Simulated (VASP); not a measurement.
**C: single point with PBEsol**

C, a slab with vacuum:

```xyz
6
Lattice="2.5129 0.0000 0.0000 0.0000 3.5538 0.0000 0.0000 0.0000 18.5129" Properties=species:S:1:pos:R:3 pbc="T T T"
C     1.8847    0.3478    8.1308
C     0.6282    3.2060    8.1308
C     0.6282    2.1676    9.2564
C     1.8847    1.3862    9.2564
C     1.8847    0.3478   10.3821
C     0.6282    3.2060   10.3821
```

```yaml
Program: VASP 6.6.1
Task: single point
Functional: PBEsol
Potentials_or_basis: VASP PAW PBE potentials, release 64 (C)
Cutoff: 520 eV
k_mesh: 10 × 7 × 1
Occupations: fermi-dirac, width 0.02 eV
Spin: no spin polarisation
```

```yaml
Largest_force: 0.063 eV/Å
Band_gap_on_the_k_mesh: zero (band 12 reaches -2.02 eV, above the bottom of band 13 at -2.92 eV)
```

Forces on the atoms (eV/Å):
```
C    0.000  0.043 -0.045
C    0.000 -0.043 -0.045
C    0.000 -0.015  0.015
C    0.000  0.015  0.015
C    0.000  0.013  0.031
C    0.000 -0.013  0.031
```

Levels at points of the mesh, in eV from the Fermi level:
```
           k point  band 8  band 9  band 10  band 11  band 12  band 13  band 14  band 15  band 16  band 17
(0.00, 0.00, 0.00)   -6.47   -4.35    -2.24    -2.16     0.67     0.88     4.91     5.19     5.31     5.90
(0.50, 0.00, 0.00)   -7.78   -5.03    -5.03    -1.73    -1.73     1.32     1.32     6.63     6.63     9.68
```

Run time: 3.7 min on 1 thread of AMD EPYC 7R13 (shared host), peak memory 0.24 GiB.

Caveat: the PAW data sets were made with another functional, which shifts forces and pressure a little.
